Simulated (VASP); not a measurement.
Rb2NbTlF6:

```
Rb Nb Tl F
1.0
     0.00000    4.76459    4.76459
     4.76459    0.00000    4.76459
     4.76459    4.76459    0.00000
Rb Nb Tl F
2 1 1 6
Direct
  0.75000 0.75000 0.75000
  0.25000 0.25000 0.25000
  0.00000 0.00000 0.00000
  0.50000 0.50000 0.50000
  0.77896 0.22104 0.22104
  0.22104 0.22104 0.77896
  0.22104 0.77896 0.77896
  0.22104 0.77896 0.22104
  0.77896 0.22104 0.77896
  0.77896 0.77896 0.22104
```

| Quantity | Value |
| --- | --- |
| Program | VASP 6.6.1 |
| Task | relaxation of cell and atoms |
| Functional | PBE |
| Potentials or basis | VASP PAW PBE potentials, release 64 (Rb_sv, Nb_sv, Tl_d, F) |
| Cutoff | 600 eV |
| k mesh | 4 × 4 × 4 |
| Occupations | methfessel-paxton, width 0.1 eV |
| Spin | no spin polarisation |

At the start: pressure -1.2 GPa; volume 21.63 Å³/atom.

Q: How do energy, volume and symmetry change on relaxing?

A: Over 9 steps the energy falls by 5.8 meV/atom and the volume is 21.70 Å³/atom (+0.3 %); space group Fm-3m (No. 225, to 0.1 Å) before and after.

Step by step:
```
step  energy change (eV)  largest force (eV/Å)  pressure (GPa)  volume (Å³)
   1              0.0000                0.4422           -1.15       216.33
   2             -0.0449                0.0787            0.44       211.48
   3             -0.0450                0.0907            0.39       211.64
   4             -0.0503                0.0685            0.28       212.88
   5             -0.0573                0.0220            0.04       216.04
   6             -0.0578                0.0106           -0.03       216.98
   7             -0.0578                0.0088           -0.04       217.13
   8             -0.0578                0.0078            0.04       216.93
   9             -0.0578                0.0001            0.00       217.02
```

Final structure:
```
Rb Nb Tl F
1.0
     0.00000    4.76972    4.76972
     4.76972    0.00000    4.76972
     4.76972    4.76972    0.00000
Rb Nb Tl F
2 1 1 6
Cartesian
  7.1546 7.1546 7.1546
  2.3849 2.3849 2.3849
  0.0000 0.0000 0.0000
  4.7697 4.7697 4.7697
  2.0619 4.7697 4.7697
  4.7697 4.7697 2.0619
  7.4775 4.7697 4.7697
  4.7697 2.0619 4.7697
  4.7697 7.4775 4.7697
  4.7697 4.7697 7.4775
```
